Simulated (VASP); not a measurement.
# TiO2 (C2/c) in VASP: single point with r2SCAN+U

Aim: the single point of TiO2 with r2SCAN+U.

All numbers are computed with VASP 6.6.1; they aren't measurements. Logs are shortened: lines on timing, memory, paths and dates and some standing lists are left out, and cuts for length are marked.

### 1 The cell of the first run

Symmetry: C2/c, No. 15, monoclinic system. The conventional cell has a = 5.412 Å, b = 5.413 Å, c = 5.472 Å, α = 90.00°, β = 118.77°, γ = 90.00°. Ti (site symmetry 2) has 6 O at 1.93 to 2.00 Å within 2.6 Å. O (site symmetry 1) has 3 Ti at 1.93 to 2.00 Å and 2 O at 2.50 Å within 2.6 Å.

### 2 Single point, r2SCAN+U

The input, POSCAR:

```
TiO2
1.0
    2.7060340000     -2.7066550000      0.0000000000
    2.7060340000      2.7066550000      0.0000000000
   -2.6335310000      0.0000000000      4.7966370000
Ti O
2 4
Direct
    0.1341100000      0.8658900000      0.2500000000
    0.8658900000      0.1341100000      0.7500000000
    0.3312210000      0.0887550000      0.6671490000
    0.6687790000      0.9112450000      0.3328510000
    0.9112450000      0.6687790000      0.8328510000
    0.0887550000      0.3312210000      0.1671490000
```

The input, INCAR.step1:

```
SYSTEM = TiO2
  PREC = Accurate
  ENCUT = 520
  ISMEAR = 0
  SIGMA = 0.02
  LREAL = .FALSE.
  LASPH = .TRUE.
  NELM = 150
  LMAXMIX = 4
  LDAU = .TRUE.
  LDAUTYPE = 2
  LDAUL = 2 -1
  LDAUU = 4 0
  LDAUJ = 0 0
  NBANDS = 33
  GGA = PE
  ALGO = Normal
  EDIFF = 1E-4
  LWAVE = .TRUE.
  LCHARG = .FALSE.
```

The input, INCAR.step2:

```
SYSTEM = TiO2
  PREC = Accurate
  ENCUT = 520
  EDIFF = 1E-6
  ISMEAR = 0
  SIGMA = 0.02
  LREAL = .FALSE.
  LASPH = .TRUE.
  NELM = 150
  ALGO = Normal
  ISIF = 2
  LWAVE = .FALSE.
  LCHARG = .FALSE.
  LMAXMIX = 4
  LDAU = .TRUE.
  LDAUTYPE = 2
  LDAUL = 2 -1
  LDAUU = 4 0
  LDAUJ = 0 0
  LDAUPRINT = 1
  METAGGA = R2SCAN
  LMIXTAU = .TRUE.
  NBANDS = 33
  ISTART = 1
```

The input, KPOINTS:

```
Automatic mesh
0
G
  6 6 6
  0 0 0
```

Potentials or basis: VASP PAW PBE potentials, release 64 (Ti_sv, O).

On the command line:

```bash
> cat potpaw_PBE.64/Ti_sv/POTCAR potpaw_PBE.64/O/POTCAR > POTCAR
> cp INCAR.step1 INCAR
> mpirun -np 1 vasp_std > vasp.out
> cp INCAR.step2 INCAR
> mpirun -np 1 vasp_std > vasp.out
```

OUTCAR:

```text
SYSTEM = TiO2
   PREC = Accurate
   ENCUT = 520
   EDIFF = 1E-6
   ISMEAR = 0
   LREAL = .FALSE.
   LASPH = .TRUE.
   NELM = 150
   ISIF = 2
   METAGGA = R2SCAN
   ISTART = 1

 ion  position               nearest neighbor table
   1  0.134  0.866  0.250-   4 1.93   6 1.93   6 1.98   4 1.98   3 2.00   5 2.00
   2  0.866  0.134  0.750-   5 1.93   3 1.93   5 1.98   3 1.98   6 2.00   4 2.00
   3  0.331  0.089  0.667-   2 1.93   2 1.98   1 2.00
   4  0.669  0.911  0.333-   1 1.93   1 1.98   2 2.00
   5  0.911  0.669  0.833-   2 1.93   2 1.98   1 2.00
   6  0.089  0.331  0.167-   1 1.93   1 1.98   2 2.00

  LATTYP: Found a base centered monoclinic cell.
 ALAT       =     5.4120680000
 B/A-ratio  =     1.0002294871
 C/A-ratio  =     1.0110809974
 COS(beta)  =    -0.4812705001

  Lattice vectors:

 A1 = (   2.7060340000,  -2.7066550000,   0.0000000000)
 A2 = (   2.7060340000,   2.7066550000,   0.0000000000)
 A3 = (  -2.6335310000,   0.0000000000,   4.7966370000)

Analysis of symmetry for initial positions (statically):
=====================================================================
 Subroutine PRICEL returns:
 Original cell was already a primitive cell.

 Routine SETGRP: Setting up the symmetry group for a
 base centered monoclinic supercell.

 Subroutine GETGRP returns: Found  4 space group operations
 (whereof  2 operations were pure point group operations)
 out of a pool of  4 trial point group operations.

The static configuration has the point symmetry S_2 .
 The point group associated with its full space group is C_2h.

Analysis of symmetry for dynamics (positions and initial velocities):
=====================================================================
 Subroutine PRICEL returns:
 Original cell was already a primitive cell.

 Routine SETGRP: Setting up the symmetry group for a
 base centered monoclinic supercell.

 Subroutine GETGRP returns: Found  4 space group operations
[... 196 lines left out ...]
  0.0000 -0.0000  0.0002  0.0918  0.0018
  0.0000  0.0000 -0.0003  0.0018  0.0956

spin component  2

  0.2428  0.0054 -0.0000  0.0000  0.0000
  0.0054  0.0922 -0.0000 -0.0000  0.0000
 -0.0000 -0.0000  0.2427  0.0002 -0.0003
  0.0000 -0.0000  0.0002  0.0918  0.0018
  0.0000  0.0000 -0.0003  0.0018  0.0956

 occupancies and eigenvectors

  o =  0.0910  v =  0.0000 -0.0000  0.0022 -0.9301  0.3673  0.0000  0.0000  0.0000  0.0000  0.0000      0.0000  0.0000  0.0000  0.0000  0.0000  0.0000  0.0000  0.0000  0.0000  0.0000
  o =  0.0910  v =  0.0000  0.0000  0.0000  0.0000  0.0000  0.0000 -0.0000  0.0022 -0.9301  0.3673      0.0000  0.0000  0.0000  0.0000  0.0000  0.0000  0.0000  0.0000  0.0000  0.0000
  o =  0.0921  v =  0.0000  0.0000  0.0000  0.0000  0.0000 -0.0356  0.9994  0.0000 -0.0000  0.0000      0.0000  0.0000  0.0000  0.0000  0.0000  0.0000  0.0000  0.0000  0.0000  0.0000
  o =  0.0921  v = -0.0356  0.9994  0.0000 -0.0000  0.0000  0.0000  0.0000  0.0000  0.0000  0.0000      0.0000  0.0000  0.0000  0.0000  0.0000  0.0000  0.0000  0.0000  0.0000  0.0000
  o =  0.0963  v =  0.0000 -0.0000  0.0015  0.3673  0.9301  0.0000  0.0000  0.0000  0.0000  0.0000      0.0000  0.0000  0.0000  0.0000  0.0000  0.0000  0.0000  0.0000  0.0000  0.0000
  o =  0.0963  v =  0.0000  0.0000  0.0000  0.0000  0.0000  0.0000 -0.0000  0.0015  0.3673  0.9301      0.0000  0.0000  0.0000  0.0000  0.0000  0.0000  0.0000  0.0000  0.0000  0.0000
  o =  0.2427  v = -0.0000 -0.0000 -1.0000 -0.0015  0.0022  0.0000  0.0000  0.0000  0.0000  0.0000      0.0000  0.0000  0.0000  0.0000  0.0000  0.0000  0.0000  0.0000  0.0000  0.0000
  o =  0.2427  v =  0.0000  0.0000  0.0000  0.0000  0.0000 -0.0000 -0.0000 -1.0000 -0.0015  0.0022      0.0000  0.0000  0.0000  0.0000  0.0000  0.0000  0.0000  0.0000  0.0000  0.0000
  o =  0.2430  v = -0.9994 -0.0356  0.0000  0.0000 -0.0000  0.0000  0.0000  0.0000  0.0000  0.0000      0.0000  0.0000  0.0000  0.0000  0.0000  0.0000  0.0000  0.0000  0.0000  0.0000
  o =  0.2430  v =  0.0000  0.0000  0.0000  0.0000  0.0000 -0.9994 -0.0356  0.0000  0.0000 -0.0000      0.0000  0.0000  0.0000  0.0000  0.0000  0.0000  0.0000  0.0000  0.0000  0.0000

 number of electron      47.9999994 magnetization

 Free energy of the ion-electron system (eV)
  ---------------------------------------------------
  ext. energy  EPLUGINS =         0.00000000
  ---------------------------------------------------
  free energy    TOTEN  =       -64.64742263 eV

  energy without entropy =      -64.64742263  energy(sigma->0) =      -64.64742263

 E-fermi :   3.2304     XC(G=0): -11.3146

 val. band max:        3.0051830735   @ k =   0.5000   0.5000   0.0000
 cond. band min:       6.0906828277   @ k =   0.0000   0.0000   0.0000
 fundamental gap:      3.0854997542
 Fermi energy:         3.2304271831

 k-point     1 :       0.0000    0.0000    0.0000
  band No.  band energies     occupation
      1     -56.6884      2.00000
      2     -56.6375      2.00000
      3     -32.0042      2.00000
      4     -31.7905      2.00000
      5     -31.7900      2.00000
      6     -31.7329      2.00000
[... 853 lines left out ...]
     32       9.4217      0.00000
     33       9.4508      0.00000

 [... further k-points ...]

------------------------ aborting loop because EDIFF is reached ----------------------------------------

  FORCE on cell =-STRESS in cart. coord.  units (eV):
  Direction    XX          YY          ZZ          XY          YZ          ZX
  --------------------------------------------------------------------------------------
  -------------------------------------------------------------------------------------
  Total        0.9636082      0.9219342      0.2891247      0.0000000      0.0000000      0.1311838
  in kB       21.9724288     21.0221674      6.5926919      0.0000000      0.0000000      2.9912857
  external PRESSURE =      16.5290960 kB  Pullay stress =       0.0000000 kB

 VOLUME and BASIS-vectors are now :
 -----------------------------------------------------------------------------
  energy-cutoff  :      520.00
  volume of cell :       70.26
      direct lattice vectors                 reciprocal lattice vectors
     2.706034000 -2.706655000  0.000000000     0.184772253 -0.184729860  0.101446796
     2.706034000  2.706655000  0.000000000     0.184772253  0.184729860  0.101446796
    -2.633531000  0.000000000  4.796637000     0.000000000  0.000000000  0.208479399

 POSITION                                       TOTAL-FORCE (eV/Angst)
 -----------------------------------------------------------------------------------
      2.04765      1.98068      1.19916         0.000000      0.294992      0.000000
      0.73089     -1.98068      3.59748         0.000000     -0.294992      0.000000
     -0.62049     -0.65627      3.20007        -0.092756      0.054892     -0.089284
      3.39903      0.65627      1.59657         0.092756     -0.054892      0.089284
      2.08226     -0.65627      3.99488         0.092756      0.054892      0.089284
      0.69628      0.65627      0.80175        -0.092756     -0.054892     -0.089284
 -----------------------------------------------------------------------------------
    total drift:                               -0.000000      0.000000     -0.000000

  FREE ENERGIE OF THE ION-ELECTRON SYSTEM (eV)
  ---------------------------------------------------
  free  energy   TOTEN  =       -64.6474226337 eV

  energy  without entropy=      -64.6474226337  energy(sigma->0) =      -64.64742263
```

Run time: 5.7 min. Hardware: 1 thread of Intel Xeon Platinum 8488C (Sapphire Rapids), shared host; peak memory 0.27 GiB.

Results:

```yaml
Free_energy: -64.6474 eV
Pressure: 1.7 GPa
Largest_force: 0.295 eV/Å
Band_gap_on_the_k_mesh: 3.09 eV (least direct gap 3.48 eV)
```

Forces in eV/Å, atoms in the order of the input:
```
Ti   0.000  0.295  0.000
Ti   0.000 -0.295  0.000
O   -0.093  0.055 -0.089
O    0.093 -0.055  0.089
O    0.093  0.055  0.089
O   -0.093 -0.055 -0.089
```

Levels at points of the mesh, in eV from the valence-band top:
| k point | band 21 | band 22 | band 23 | band 24 | band 25 | band 26 | band 27 | band 28 |
| --- | --- | --- | --- | --- | --- | --- | --- | --- |
| (0.00, 0.00, 0.00) | -0.77 | -0.77 | -0.47 | -0.47 | 3.09 | 3.84 | 4.72 | 4.73 |
| (0.50, 0.00, 0.00) | -1.78 | -0.98 | -0.94 | -0.70 | 4.22 | 4.26 | 4.31 | 4.61 |
| (0.50, 0.50, 0.00) | -2.18 | -1.91 | -0.02 | 0.00 | 4.23 | 4.25 | 4.47 | 4.78 |
| (0.00, 0.00, 0.50) | -1.34 | -1.34 | -0.18 | -0.18 | 3.45 | 3.45 | 4.69 | 4.69 |
| (0.50, 0.00, 0.50) | -1.80 | -0.98 | -0.92 | -0.71 | 4.08 | 4.38 | 4.41 | 4.44 |
| (0.50, 0.50, 0.50) | -2.04 | -2.04 | -0.02 | -0.02 | 4.24 | 4.24 | 4.64 | 4.64 |

Eigenvalues of the final occupation matrices:
| site | spin | trace | eigenvalues |
| --- | --- | --- | --- |
| site 1 d | 1 | 0.77 | 0.09 0.09 0.10 0.24 0.24 |
| site 1 d | 2 | 0.77 | 0.09 0.09 0.10 0.24 0.24 |
| site 2 d | 1 | 0.77 | 0.09 0.09 0.10 0.24 0.24 |
| site 2 d | 2 | 0.77 | 0.09 0.09 0.10 0.24 0.24 |

Caveat: the PAW data sets were made with another functional, which shifts forces and pressure a little.
